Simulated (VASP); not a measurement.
**Si: single point with PBE**

System: Si, a wire with vacuum.

```xyz
2
Lattice="10.9000 0.0000 0.0000 0.0000 9.3000 0.0000 0.0000 0.0000 2.4968" Properties=species:S:1:pos:R:3 pbc="T T T"
Si    4.4291    4.6500    0.0000
Si    6.4709    4.6500    1.2484
```

```
Program                : VASP 6.6.1
Task                   : single point
Functional             : PBE
Potentials or basis    : VASP PAW PBE potentials, release 64 (Si)
Cutoff                 : 520 eV
k mesh                 : 1 × 1 × 28
Occupations            : gaussian, width 0.05 eV
Spin                   : collinear spin
Starting moments       : [0.5, 0.5] μB
Dipole correction      : no
Further INCAR settings : ALGO = Normal; EDIFF = 1e-07; NBANDS = 15
```

| Property | Result |
| --- | --- |
| Largest force | 0.007 eV/Å |
| Band gap on the k mesh | zero (filled and empty bands overlap) |
| Net moment | 0.00 μB per cell |
| Valence electrons inside the program's atomic spheres | Si 1.60 |

Forces on the atoms (eV/Å):
```
Si   0.007  0.000  0.000
Si  -0.007  0.000  0.000
```

Levels at points of the mesh, in eV from the Fermi level:
Spin up:
```tsv
k point	band 2	band 3	band 4	band 5	band 6	band 7
(0.00, 0.00, 0.00)	-7.03	-2.85	-2.34	0.41	3.28	3.32
(0.00, 0.00, 0.50)	-5.76	-1.46	-1.46	2.44	2.44	3.13
```
Spin down:
```
           k point  band 2  band 3  band 4  band 5  band 6  band 7
(0.00, 0.00, 0.00)   -7.03   -2.85   -2.34    0.41    3.28    3.32
(0.00, 0.00, 0.50)   -5.76   -1.46   -1.46    2.44    2.44    3.13
```

Wall time 3 min on 1 thread of Intel(R) Xeon(R) Platinum 8488C (Sapphire Rapids), with other jobs on the host, peak memory 0.44 GiB.
